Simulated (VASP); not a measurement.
# C (Fd-3m) in VASP: vibrations by perturbation theory with LDA

Aim: the vibrations by perturbation theory of C with LDA.

All numbers are computed with VASP 6.6.1; they aren't measurements. Logs are shortened: lines on timing, memory, paths and dates and some standing lists are left out, and cuts for length are marked.

### Step 1. The cell of the first run

It takes space group Fd-3m (No. 227, cubic). The conventional cell has a = 3.567 Å, b = 3.567 Å, c = 3.567 Å, α = 90.00°, β = 90.00°, γ = 90.00°. Within 2.1 Å of C (site symmetry -43m) lie 4 C at 1.54 Å.

### Step 2. Vibrations by perturbation theory, LDA

Input file INCAR:

```
PREC = Accurate
ENCUT = 520
EDIFF = 1E-8
ISMEAR = 0
SIGMA = 0.01
LREAL = F
LASPH = T
NELM = 100
ALGO = Normal
ISIF = 2
LWAVE = F
LCHARG = F
IBRION = 8
NSW = 1
```

Input file KPOINTS:

```
regular mesh
0
Gamma
  4 4 4
```

Input file POSCAR:

```
C
1.0
    0.0000000000      1.7833700000      1.7833700000
    1.7833700000      0.0000000000      1.7833700000
    1.7833700000      1.7833700000      0.0000000000
C
2
Direct
    0.0000000000      0.0000000000      0.0000000000
    0.2500000000      0.2500000000      0.2500000000
```

Potentials or basis: VASP PAW LDA potentials, release 64 (C).

Run with:

```console
> cat potpaw_LDA.64/C/POTCAR > POTCAR
> mpirun -np 1 vasp_std > vasp.out
```

OUTCAR:

```text
PREC = Accurate
   ENCUT = 520
   EDIFF = 1E-8
   ISMEAR = 0
   LREAL = F
   LASPH = T
   NELM = 100
   ISIF = 2
   IBRION = 8
   NSW = 1

 ion  position               nearest neighbor table
   1  0.000  0.000  0.000-   2 1.54   2 1.54   2 1.54   2 1.54
   2  0.250  0.250  0.250-   1 1.54   1 1.54   1 1.54   1 1.54

  LATTYP: Found a face centered cubic cell.
 ALAT       =     3.5667400000

  Lattice vectors:

 A1 = (   0.0000000000,   1.7833700000,   1.7833700000)
 A2 = (   1.7833700000,   0.0000000000,   1.7833700000)
 A3 = (   1.7833700000,   1.7833700000,   0.0000000000)

Analysis of symmetry for initial positions (statically):
=====================================================================
 Subroutine PRICEL returns:
 Original cell was already a primitive cell.

 Routine SETGRP: Setting up the symmetry group for a
 face centered cubic supercell.

 Subroutine GETGRP returns: Found 48 space group operations
 (whereof 24 operations were pure point group operations)
 out of a pool of 48 trial point group operations.

The static configuration has the point symmetry T_d .
 The point group associated with its full space group is O_h .

Analysis of symmetry for dynamics (positions and initial velocities):
=====================================================================
 Subroutine PRICEL returns:
 Original cell was already a primitive cell.

 Routine SETGRP: Setting up the symmetry group for a
 face centered cubic supercell.

 Subroutine GETGRP returns: Found 48 space group operations
 (whereof 24 operations were pure point group operations)
 out of a pool of 48 trial point group operations.

The dynamic configuration has the point symmetry T_d .
 The point group associated with its full space group is O_h .

 Subroutine INISYM returns: Found 48 space group operations
 (whereof 24 operations are pure point group operations),
 and found     1 'primitive' translations

[... 229 lines left out ...]
  Total       -0.7494484     -0.7494484     -0.7494484      0.0000000     -0.0000000      0.0000000
  in kB     -105.8517240   -105.8517240   -105.8517240      0.0000000     -0.0000000      0.0000000
  external PRESSURE =    -105.8517240 kB  Pullay stress =       0.0000000 kB

 VOLUME and BASIS-vectors are now :
 -----------------------------------------------------------------------------
  energy-cutoff  :      520.00
  volume of cell :       11.34
      direct lattice vectors                 reciprocal lattice vectors
     0.000000000  1.783370000  1.783370000    -0.280368067  0.280368067  0.280368067
     1.783370000  0.000000000  1.783370000     0.280368067 -0.280368067  0.280368067
     1.783370000  1.783370000  0.000000000     0.280368067  0.280368067 -0.280368067

 POSITION                                       TOTAL-FORCE (eV/Angst)
 -----------------------------------------------------------------------------------
      0.00000      0.00000      0.00000         0.000000      0.000000      0.000000
      0.89168      0.89168      0.89168        -0.000000     -0.000000     -0.000000
 -----------------------------------------------------------------------------------
    total drift:                                0.000000      0.000000      0.000000

  FREE ENERGIE OF THE ION-ELECTRON SYSTEM (eV)
  ---------------------------------------------------
  free  energy   TOTEN  =       -20.1042726393 eV

  energy  without entropy=      -20.1042726393  energy(sigma->0) =      -20.10427264

[... ionic steps 2 to 3 ...]

--------------------------------------- Ionic step        4  -------------------------------------------

 Free energy of the ion-electron system (eV)
  ---------------------------------------------------
  ---------------------------------------------------
  free energy    TOTEN  =        -0.11118770 eV

  energy without entropy =       -0.11118770

------------------------ aborting loop because EDIFF is reached ----------------------------------------

 INTERNAL STRAIN TENSOR  FOR ION    1  DIRECTION 1   (eV/Angst):
 -----------------------------------------------------------------------------
     0.06802 -0.00000  0.00000
     0.00000 -0.03345  2.61746
     0.00000  2.61746 -0.03345

 INTERNAL STRAIN TENSOR FOR ION    2 for displacements in x,y,z  (eV/Angst):
          X           Y           Z          XY          YZ          ZX
  --------------------------------------------------------------------------------
  x    -0.00000    -0.00000    -0.00000    -0.00000    -2.61746    -0.00000
  y     0.00000    -0.00000     0.00000     0.00000    -0.00000    -2.61746
  z    -0.00000    -0.00000    -0.00000    -2.61746    -0.00000    -0.00000

 SECOND DERIVATIVES (NOT SYMMETRIZED)
 ------------------------------------
               1X          1Y          1Z          2X          2Y          2Z
  1X   -38.148791    0.000000    0.000000   38.148791    0.000000    0.000000
  1Y     0.000000  -38.148791    0.000000    0.000000   38.148791    0.000000
  1Z     0.000000    0.000000  -38.148791    0.000000    0.000000   38.148791
  2X    38.148791    0.000000    0.000000  -38.148791    0.000000    0.000000
  2Y     0.000000   38.148791    0.000000    0.000000  -38.148791    0.000000
  2Z     0.000000    0.000000   38.148791    0.000000    0.000000  -38.148791

 Eigenvectors and eigenvalues of the dynamical matrix
 ----------------------------------------------------

   1 f  =   39.401843 THz   247.569078 2PiTHz 1314.303996 cm-1   162.952854 meV
             X         Y         Z           dx          dy          dz
      0.000000  0.000000  0.000000     0.000000   -0.707107    0.000000
      0.891685  0.891685  0.891685     0.000000    0.707107    0.000000
[... 21 lines left out ...]
   6 f  =    0.000000 THz     0.000000 2PiTHz    0.000000 cm-1     0.000000 meV
             X         Y         Z           dx          dy          dz
      0.000000  0.000000  0.000000     0.000000    0.000000    0.707107
      0.891685  0.891685  0.891685     0.000000    0.000000    0.707107

--------------------------------------------------------------------------------------------------------

 ELASTIC MODULI CONTR FROM IONIC RELAXATION (kBar)
 Direction    XX          YY          ZZ          XY          YZ          ZX
 --------------------------------------------------------------------------------
 XX          -0.0000     -0.0000     -0.0000     -0.0000     -0.0000      0.0000
 YY          -0.0000     -0.0000     -0.0000     -0.0000     -0.0000     -0.0000
 ZZ          -0.0000     -0.0000     -0.0000     -0.0000     -0.0000      0.0000
 XY          -0.0000     -0.0000     -0.0000    -25.3651     -0.0000      0.0000
 YZ          -0.0000     -0.0000     -0.0000     -0.0000    -25.3651     -0.0000
 ZX           0.0000     -0.0000      0.0000      0.0000     -0.0000    -25.3651
 --------------------------------------------------------------------------------
```

stdout:

```text
POSCAR found type information on POSCAR C
 POSCAR found :  1 types and       2 ions
 scaLAPACK will be used
 LDA part: xc-table for (Slater(with rela. corr.)+CA(PZ))
 , standard interpolation
 POSCAR, INCAR and KPOINTS ok, starting setup
 FFT: planning ... GRIDC
 FFT: planning ... GRID_SOFT
 FFT: planning ... GRID
 WAVECAR not read
 entering main loop
 Linear response reoptimize wavefunctions to high precision
 Linear response DOF=           1
 Linear response progress:
 first order change of Fermi-energy   0.17026E-03
 force on displaced ion       1 direction 1 : -38.149  -0.000  -0.000
 Linear response finished
```

Wall time 3.3 s (1 thread of Intel Xeon Platinum 8488C (Sapphire Rapids), shared host); peak memory 0.11 GiB.

Results:

```
Highest phonon frequency at Γ : 1314 cm⁻¹
```

Phonon frequencies in cm⁻¹ (negative: imaginary):
```tsv
q point	frequencies
(0.000, 0.000, 0.000)	0 0 0 1314 1314 1314
```

Caveat: the k points lie up to 0.76 Å⁻¹ apart; the cell wasn't relaxed at this level first, which shifts response properties.
